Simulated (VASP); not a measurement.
Wanted: the native input for a VASP 6.6.1 run.

```
Task                   : relaxation of cell and atoms
Functional             : PBE
Potentials or basis    : VASP PAW PBE potentials, release 64 (As)
Cutoff                 : 600 eV
k mesh                 : 18 × 18 × 16
Occupations            : gaussian, width 0.1 eV
Spin                   : no spin polarisation
Dipole correction      : no
Further INCAR settings : ALGO = Normal; EDIFF = 1e-06; IBRION = 2; EDIFFG = -0.01; NSW = 100; ISIF = 3
```

The structure of As lies in POSCAR:

```
As
1.0
    2.9171371181      0.0000000000      0.0000000000
   -1.4585685590      2.5263148506      0.0000000000
    0.0000000000      0.0000000000      2.7256999947
As
1
Direct
    0.0000000000      0.0000000000      0.0000000000
```

This isn't the form of As at room conditions, which is rhombohedral.

These files were run (other wordings do the same):

INCAR

```
SYSTEM = As
ALGO = Normal
EDIFF = 1E-6
EDIFFG = -0.01
ENCUT = 600
GGA = PE
IBRION = 2
ISIF = 3
ISMEAR = 0
LASPH = .True.
LCHARG = .False.
LREAL = .False.
LWAVE = .False.
NELM = 100
NSW = 100
PREC = Accurate
SIGMA = 0.1
```

KPOINTS

```
k-points
0
Gamma
  18 18 16
  0 0 0
```

Potentials or basis: VASP PAW PBE potentials, release 64 (As).

The run is started by

```console
$ cat potpaw_PBE.64/As/POTCAR > POTCAR
$ mpirun -np 1 vasp_std > vasp.out
```

Results of the run:

The relaxed volume is 20.13 Å³/atom and the relaxed cell is a = 2.899 Å, b = 2.899 Å, c = 2.767 Å, α = 90.00°, β = 90.00°, γ = 120.00°. The space group after relaxing (to 0.1 Å) is P6/mmm (No. 191), the energy gained by relaxing is 3.4 meV/atom and the ionic steps are 6. The pressure after relaxing is 0.0 GPa. The band gap on the k mesh is zero (an odd number of electrons rules out a gap without spin polarisation).

It took 49 s on 1 thread of Intel Xeon 8259CL (shared host), peak memory 0.19 GiB.
